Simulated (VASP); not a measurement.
# TaN (Amm2) in VASP: further runs

Runs on TaN. Level: PBE. Tasks: single point.

All numbers are computed with VASP 6.6.1; they aren't measurements. Logs are shortened: lines on timing, memory, paths and dates and some standing lists are left out, and cuts for length are marked.

## 1. The cell of the first run

It takes space group Amm2 (No. 38, orthorhombic). The conventional cell has a = 2.898 Å, b = 2.950 Å, c = 5.110 Å, α = 90.00°, β = 90.00°, γ = 90.00°. Ta (site symmetry mm2) has 6 N at 2.14 to 2.29 Å and 8 Ta at 2.90 to 2.95 Å within 3.0 Å. N (site symmetry mm2) has 6 Ta at 2.14 to 2.29 Å and 8 N at 2.90 to 2.95 Å within 3.0 Å.

## 2. Single point, PBE (atoms displaced along a vibrational mode)

File INCAR:

```
SYSTEM = TaN
PREC = Accurate
ENCUT = 520
EDIFF = 1E-7
ISMEAR = 0
SIGMA = 0.15
LREAL = .FALSE.
LASPH = .TRUE.
NELM = 80
ALGO = Normal
ISIF = 2
LWAVE = .FALSE.
LCHARG = .TRUE.
GGA = PE
LELF = .TRUE.
LVHAR = .TRUE.
NBANDS = 24
```

File KPOINTS:

```
regular mesh
0
G
  20 20 12
  0 0 0
```

File POSCAR:

```
TaN
1.0
    0.0000000000      0.0000000000      2.8977716017
    2.9501846798      0.0000000000      0.0000000000
    0.0000000000      5.1098697572      0.0000000000
Ta N
2 2
Direct
    0.5000000000      0.0000000000      0.3315154624
    0.5000000000      0.5000000000      0.8315154624
    0.0000000000      0.5000000000      0.5234839645
    0.0000000000      0.0000000000      0.0234839645
```

Potentials or basis: VASP PAW PBE potentials, release 64 (Ta_pv, N).

Command:

```
> cat potpaw_PBE.64/Ta_pv/POTCAR potpaw_PBE.64/N/POTCAR > POTCAR
> mpirun -np 1 vasp_std > vasp.out
```

OUTCAR:

```text
SYSTEM = TaN
   PREC = Accurate
   ENCUT = 520
   EDIFF = 1E-7
   ISMEAR = 0
   LREAL = .FALSE.
   LASPH = .TRUE.
   NELM = 80
   ISIF = 2
   GGA = PE

 ion  position               nearest neighbor table
   1  0.500  0.000  0.332-   4 2.14   4 2.14   3 2.29   3 2.29   3 2.29   3 2.29   2 2.95   2 2.95
                             2 2.95   2 2.95
   2  0.500  0.500  0.832-   3 2.14   3 2.14   4 2.29   4 2.29   4 2.29   4 2.29   1 2.95   1 2.95
                             1 2.95   1 2.95
   3  0.000  0.500  0.523-   2 2.14   2 2.14   1 2.29   1 2.29   1 2.29   1 2.29
   4  0.000  0.000  0.023-   1 2.14   1 2.14   2 2.29   2 2.29   2 2.29   2 2.29

  LATTYP: Found a simple orthorhombic cell.
 ALAT       =     2.8977716017
 B/A-ratio  =     1.0180873738
 C/A-ratio  =     1.7633790580

  Lattice vectors:

 A1 = (   0.0000000000,   0.0000000000,   2.8977716017)
 A2 = (   2.9501846798,   0.0000000000,   0.0000000000)
 A3 = (   0.0000000000,   5.1098697572,   0.0000000000)

Analysis of symmetry for initial positions (statically):
=====================================================================
 Subroutine PRICEL returns following result:

  LATTYP: Found a hexagonal cell.
 ALAT       =     2.9501846798
 C/A-ratio  =     0.9822339671

  Lattice vectors:

 A1 = (  -2.9501846798,   0.0000000000,   0.0000000000)
 A2 = (   1.4750923399,  -2.5549348786,   0.0000000000)
 A3 = (   0.0000000000,   0.0000000000,   2.8977716017)

   2 primitive cells build up your supercell.

 Routine SETGRP: Setting up the symmetry group for a
 simple orthorhombic supercell.

 Subroutine GETGRP returns: Found  4 space group operations
 (whereof  4 operations were pure point group operations)
 out of a pool of  8 trial point group operations.

The static configuration has the point symmetry C_2v.

Analysis of symmetry for dynamics (positions and initial velocities):
=====================================================================
 Subroutine PRICEL returns following result:

  LATTYP: Found a hexagonal cell.
 ALAT       =     2.9501846798
 C/A-ratio  =     0.9822339671

  Lattice vectors:

 A1 = (  -2.9501846798,   0.0000000000,   0.0000000000)
 A2 = (   1.4750923399,  -2.5549348786,   0.0000000000)
 A3 = (   0.0000000000,   0.0000000000,   2.8977716017)

   2 primitive cells build up your supercell.

 Routine SETGRP: Setting up the symmetry group for a
 simple orthorhombic supercell.

 Subroutine GETGRP returns: Found  4 space group operations
 (whereof  4 operations were pure point group operations)
 out of a pool of  8 trial point group operations.

The dynamic configuration has the point symmetry C_2v.

 Subroutine INISYM returns: Found  4 space group operations
 (whereof  4 operations are pure point group operations),
 and found     2 'primitive' translations

----------------------------------------------------------------------------------------

                                     Primitive cell

  volume of cell :      21.8420

  direct lattice vectors                    reciprocal lattice vectors
    -2.950184680  0.000000000  0.000000000    -0.338961831 -0.195699704  0.000000000
     1.475092340 -2.554934879  0.000000000    -0.000000000 -0.391399408  0.000000000
     0.000000000  0.000000000  2.897771602     0.000000000  0.000000000  0.345092760

  length of vectors
     2.950184680  2.950184680  2.897771602     0.391399408  0.391399408  0.345092760

  position of ions in fractional coordinates (direct lattice)
     0.668484538  0.336969075  0.500000000
     0.976516035  0.953032071  0.000000000

  ion indices of the primitive-cell ions
   primitive index   ion index
                 1           1
                 2           4

----------------------------------------------------------------------------------------

 KPOINTS: regular mesh

Automatic generation of k-mesh.
 Grid dimensions read from file:
 generate k-points for:   20   20   12

 Generating k-lattice:

  Cartesian coordinates                     Fractional coordinates (reciprocal lattice)
     0.000000000  0.000000000  0.017254638     0.050000000  0.000000000  0.000000000
     0.016948092  0.000000000  0.000000000     0.000000000  0.050000000  0.000000000
     0.000000000  0.016308309  0.000000000     0.000000000  0.000000000  0.083333333

  Length of vectors
     0.017254638  0.016948092  0.016308309

  Shift w.r.t. Gamma in fractional coordinates (k-lattice)
     0.000000000  0.000000000  0.000000000

 Subroutine IBZKPT returns following result:
 ===========================================

 Found    847 irreducible k-points:

 Following reciprocal coordinates:
            Coordinates               Weight
  0.000000  0.000000  0.000000      1.000000
  0.050000  0.000000  0.000000      2.000000
  0.100000  0.000000  0.000000      2.000000
  0.150000  0.000000  0.000000      2.000000
  0.200000  0.000000  0.000000      2.000000
  0.250000  0.000000  0.000000      2.000000
[... 16 lines left out ...]
  0.000000  0.100000  0.000000      2.000000
  0.050000  0.100000  0.000000      4.000000
 [... further k-points ...]
   k-points           NKPTS =    847   k-points in BZ     NKDIM =    847   number of bands    NBANDS=     24
   number of dos      NEDOS =    301   number of ions     NIONS =      4
   total plane-waves  NPLWV =  23040
   dimension x,y,z NGX =    24 NGY =   24 NGZ =   40
   dimension x,y,z NGXF=    48 NGYF=   48 NGZF=   80
   ions per type =               2   2
   NGX,Y,Z   is equivalent  to a cutoff of  13.77, 13.52, 13.01 a.u.
   NGXF,Y,Z  is equivalent  to a cutoff of  27.54, 27.05, 26.03 a.u.
 SYSTEM =  TaN
   PREC   = accura    normal or accurate (medium, high low for compatibility)
   ISTART =      0    job   : 0-new  1-cont  2-samecut
   ICHARG =      2    charge: 1-file 2-atom 10-const
   ISPIN  =      1    spin polarized calculation?
   LNONCOLLINEAR =      F non collinear calculations
   LSORBIT =      F    spin-orbit coupling
   LASPH  =      T    aspherical Exc in radial PAW
   ENCUT  =  520.0 eV  38.22 Ry    6.18 a.u.   5.39  5.49  9.50*2*pi/ulx,y,z
   NELM   =     80;   NELMIN=  2; NELMDL= -5     # of ELM steps
   EDIFF  = 0.1E-06   stopping-criterion for ELM
   LREAL  =      F    real-space projection
   EDIFFG = 0.1E-05   stopping-criterion for IOM
   NSW    =      0    number of steps for IOM
   IBRION =     -1    ionic relax: 0-MD 1-quasi-New 2-CG
   NFREE  =      0    steps in history (QN), initial steepest desc. (CG)
   ISIF   =      2    stress and relaxation
   ISYM   =      2    0-nonsym 1-usesym 2-fastsym
   POTIM  = 0.5000    time-step for ionic-motion
   TEBEG  =    0.0;   TEEND  =   0.0 temperature during run
   PSTRESS=    0.0 pullay stress
   NELECT =      32.0000    total number of electrons
   NUPDOWN=      -1.0000    fix difference up-down
   EMIN   =  10.00;   EMAX   =-10.00  energy-range for DOS
   EFERMI =   0.00;   METHOD = LEGACY
   ISMEAR =     0;   SIGMA  =   0.15  broadening in eV -4-tet -1-fermi 0-gaus
   EFERMI_NEDOS =   21; number of points for ismear=-14 and -15
   IALGO  =     38    algorithm
   IMIX   =      4    mixing-type and parameters
     AMIX     =   0.40;   BMIX     =  1.00
     AMIX_MAG =   1.60;   BMIX_MAG =  1.00
  volume/ion in A,a.u.               =      10.92        73.70
  Fermi-wavevector in a.u.,A,eV,Ry     =   1.475765  2.788791 29.631873  2.177881
  Thomas-Fermi vector in A             =   2.590374
   LORBIT       =      0    0 simple, 1 ext, 2 COOP (PROOUT), +10 PAW based schemes
   GGA     = PE    functional components
   LHFCALC =     F    Hartree Fock is set to
   AEXX    =    0.0000 exact exchange contribution
   IVDW    =     0    specifies the selected vdW correction
   LEPSILON=     F    determine dielectric tensor
   LRPA    =     F    only Hartree local field effects (RPA)
 non-spin polarized calculation
 Gauss-broadening in eV      SIGMA  =   0.15
  energy-cutoff  :      520.00
  volume of cell :       43.68
 maximum number of plane-waves:      1201
 NGX is ok and might be reduce to    24
   NGX = 11   NGY = 11   NGZ = 19

 number of electron      32.0000002 magnetization

 Free energy of the ion-electron system (eV)
  ---------------------------------------------------
  ext. energy  EPLUGINS =         0.00000000
  ---------------------------------------------------
  free energy    TOTEN  =       -44.67339073 eV

  energy without entropy =      -44.67207953  energy(sigma->0) =      -44.67273513

 E-fermi :   8.0768     XC(G=0): -13.2674

 val. band max:        8.0714606891   @ k =   0.4500   0.0500   0.0000
 cond. band min:       8.1055706801   @ k =   0.0500   0.3500   0.0000
 fundamental gap:      0.0341099910
 Fermi energy:         8.0768493532

 k-point     1 :       0.0000    0.0000    0.0000
  band No.  band energies     occupation
      1     -27.5069      2.00000
      2     -26.7759      2.00000
      3     -26.7441      2.00000
      4     -26.6343      2.00000
      5     -26.5195      2.00000
      6     -26.5042      2.00000
[... 16 lines left out ...]
     23      12.1530      0.00000
     24      13.1935      0.00000

 k-point     2 :       0.0500    0.0000    0.0000
  band No.  band energies     occupation
      1     -27.5027      2.00000
      2     -26.7992      2.00000
      3     -26.7419      2.00000
      4     -26.6541      2.00000
      5     -26.5178      2.00000
      6     -26.5022      2.00000
[... 16 lines left out ...]
     23      12.4966      0.00000
     24      13.2130      0.00000

 k-point     3 :       0.1000    0.0000    0.0000
  band No.  band energies     occupation
      1     -27.4907      2.00000
      2     -26.8662      2.00000
      3     -26.7358      2.00000
      4     -26.7111      2.00000
      5     -26.5128      2.00000
      6     -26.4961      2.00000
[... 16 lines left out ...]
     23      12.9104      0.00000
     24      13.2702      0.00000

 k-point     4 :       0.1500    0.0000    0.0000
  band No.  band energies     occupation
      1     -27.4719      2.00000
      2     -26.9688      2.00000
      3     -26.7990      2.00000
      4     -26.7261      2.00000
      5     -26.5050      2.00000
      6     -26.4868      2.00000
[... 16 lines left out ...]
     23      13.3226      0.00000
     24      13.3661      0.00000

 k-point     5 :       0.2000    0.0000    0.0000
  band No.  band energies     occupation
      1     -27.4481      2.00000
      2     -27.0955      2.00000
      3     -26.9080      2.00000
      4     -26.7139      2.00000
      5     -26.4952      2.00000
      6     -26.4750      2.00000
[... 16 lines left out ...]
     23      13.5021      0.00000
     24      13.5702      0.00000

 k-point     6 :       0.2500    0.0000    0.0000
  band No.  band energies     occupation
      1     -27.4215      2.00000
      2     -27.2326      2.00000
      3     -27.0267      2.00000
      4     -26.7003      2.00000
      5     -26.4843      2.00000
      6     -26.4620      2.00000
[... 16 lines left out ...]
     23      13.6651      0.00000
     24      13.7114      0.00000
[... 379 lines left out ...]
 k-point    21 :       0.4500    0.0500    0.0000
  band No.  band energies     occupation
      1     -27.6314      2.00000
      2     -27.3783      2.00000
      3     -27.3312      2.00000
      4     -26.6727      2.00000
      5     -26.4679      2.00000
      6     -26.4259      2.00000
[... 16 lines left out ...]
     23      14.0121      0.00000
     24      14.6174      0.00000

 k-point    22 :       0.5000    0.0500    0.0000
  band No.  band energies     occupation
      1     -27.6513      2.00000
      2     -27.3959      2.00000
      3     -27.3270      2.00000
      4     -26.6704      2.00000
      5     -26.4661      2.00000
      6     -26.4238      2.00000
[... 16 lines left out ...]
     23      14.0461      0.00000
     24      14.6484      0.00000

 k-point    23 :       0.0000    0.1000    0.0000
  band No.  band energies     occupation
      1     -27.4770      2.00000
      2     -26.8042      2.00000
      3     -26.7665      2.00000
      4     -26.6318      2.00000
      5     -26.5937      2.00000
      6     -26.5216      2.00000
[... 16 lines left out ...]
     23      12.3745      0.00000
     24      12.3980      0.00000

 k-point    24 :       0.0500    0.1000    0.0000
  band No.  band energies     occupation
      1     -27.4730      2.00000
      2     -26.8020      2.00000
      3     -26.7897      2.00000
      4     -26.6515      2.00000
      5     -26.5917      2.00000
      6     -26.5195      2.00000
[... 16 lines left out ...]
     23      12.4155      0.00000
     24      12.5358      0.00000

 [... further k-points ...]
[... 5 lines left out ...]
  --------------------------------------------------------------------------------------
  -------------------------------------------------------------------------------------
  Total       -0.0093584      1.2728781      1.2243960      0.0000000      0.0000000      0.0000000
  in kB       -0.3432317     46.6846611     44.9065089      0.0000000      0.0000000      0.0000000
  external PRESSURE =      30.4159794 kB  Pullay stress =       0.0000000 kB

 VOLUME and BASIS-vectors are now :
 -----------------------------------------------------------------------------
  energy-cutoff  :      520.00
  volume of cell :       43.68
      direct lattice vectors                 reciprocal lattice vectors
     0.000000000  0.000000000  2.897771602     0.000000000  0.000000000  0.345092760
     2.950184680  0.000000000  0.000000000     0.338961831  0.000000000  0.000000000
     0.000000000  5.109869757  0.000000000     0.000000000  0.195699704  0.000000000

 POSITION                                       TOTAL-FORCE (eV/Angst)
 -----------------------------------------------------------------------------------
      0.00000      1.69400      1.44889         0.000000      1.726998      0.000000
      1.47509      4.24894      1.44889         0.000000      1.726998      0.000000
      1.47509      2.67493      0.00000        -0.000000     -1.726998     -0.000000
      0.00000      0.12000      0.00000         0.000000     -1.726998     -0.000000
 -----------------------------------------------------------------------------------
    total drift:                                0.000000      0.000145      0.000000

  FREE ENERGIE OF THE ION-ELECTRON SYSTEM (eV)
  ---------------------------------------------------
  free  energy   TOTEN  =       -44.6733907298 eV

  energy  without entropy=      -44.6720795344  energy(sigma->0) =      -44.67273513
```

Wall time 4 min (1 thread of Intel Xeon 6975P-C (Granite Rapids), shared host); peak memory 0.77 GiB.

What came out:

```
Free energy            : -44.6734 eV
Pressure               : 3.0 GPa
Largest force          : 1.727 eV/Å
Band gap on the k mesh : zero (bands 16 and 17 overlap by 0.30 eV)
```

Forces on the atoms (eV/Å):
```
Ta   0.000  1.727  0.000
Ta   0.000  1.727  0.000
N    0.000 -1.727  0.000
N    0.000 -1.727  0.000
```

Stress tensor (GPa, compression positive):
```
-0.03  0.00  0.00
 0.00  4.67  0.00
 0.00  0.00  4.49
```

Caveat: the cell differs from its parent crystal (atoms displaced along a vibrational mode); the cell stands under pressure; spin-orbit coupling is left out, which moves the levels of the heavy elements; forces of over 1 eV/Å act on the atoms, so gaps and moduli don't describe the material at rest.

(Continued in part 2 of 2.)

The gap in the log of VASP goes by the Fermi energy; the results here count the filled bands.